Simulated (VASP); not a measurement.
## SnO2: single point with PBEsol+D3(BJ)

SnO2:

```
CELL_PARAMETERS angstrom
3.23058 0.00000 0.00000
-1.61529 2.79776 0.00000
0.00000 0.00000 10.79056
ATOMIC_POSITIONS crystal
Sn 0.00000 0.00000 0.50000
Sn 0.00000 0.00000 0.00000
O 0.66667 0.33333 0.40586
O 0.66667 0.33333 0.09414
O 0.33333 0.66667 0.59414
O 0.33333 0.66667 0.90586
```

* Program: VASP 6.6.1
* Task: single point
* Functional: PBEsol
* Dispersion: D3(BJ)
* Potentials or basis: VASP PAW PBE potentials, release 64 (Sn_d, O)
* Cutoff: 520 eV
* k mesh: 8 × 8 × 2
* Occupations: gaussian, width 0.01 eV
* Spin: no spin polarisation
* Dipole correction: no
* Further INCAR settings: ALGO = Normal; EDIFF = 1e-07; NBANDS = 35

The pressure is -5.3 GPa, the largest force is 0.329 eV/Å and the band gap on the k mesh is 2.05 eV (least direct gap 2.45 eV). The dispersion energy per atom is -0.138 eV.

Forces on the atoms (eV/Å):
```
Sn   0.000  0.000  0.000
Sn   0.000  0.000  0.000
O    0.000  0.000  0.329
O    0.000  0.000 -0.329
O    0.000  0.000 -0.329
O    0.000  0.000  0.329
```

Stress tensor (GPa, compression positive):
```
-6.24  0.00  0.00
 0.00 -6.24  0.00
 0.00  0.00 -3.45
```

Levels at points of the mesh, in eV from the valence-band top:
```tsv
k point	band 22	band 23	band 24	band 25	band 26	band 27	band 28	band 29	band 30	band 31
(0.00, 0.00, 0.00)	-0.90	-0.90	-0.88	-0.88	-0.41	2.05	2.75	5.31	5.65	10.11
(0.50, 0.00, 0.00)	-1.18	-0.56	-0.53	-0.46	-0.09	5.04	5.16	6.84	7.41	9.82
(0.00, 0.00, 0.50)	-0.89	-0.89	-0.89	-0.72	-0.72	2.41	2.41	5.49	5.49	10.20
(0.50, 0.00, 0.50)	-1.33	-0.54	-0.54	-0.26	-0.26	5.10	5.10	7.11	7.11	10.01
```

Wall time 96 s on 1 thread of AMD EPYC 7R13, on a shared host, peak memory 0.2 GiB.

Caveat: the cell stands under tension; the PAW data sets were made with another functional, which shifts forces and pressure a little; spin-orbit coupling is left out, which moves the levels of the heavy elements. A k mesh can miss the band edges.
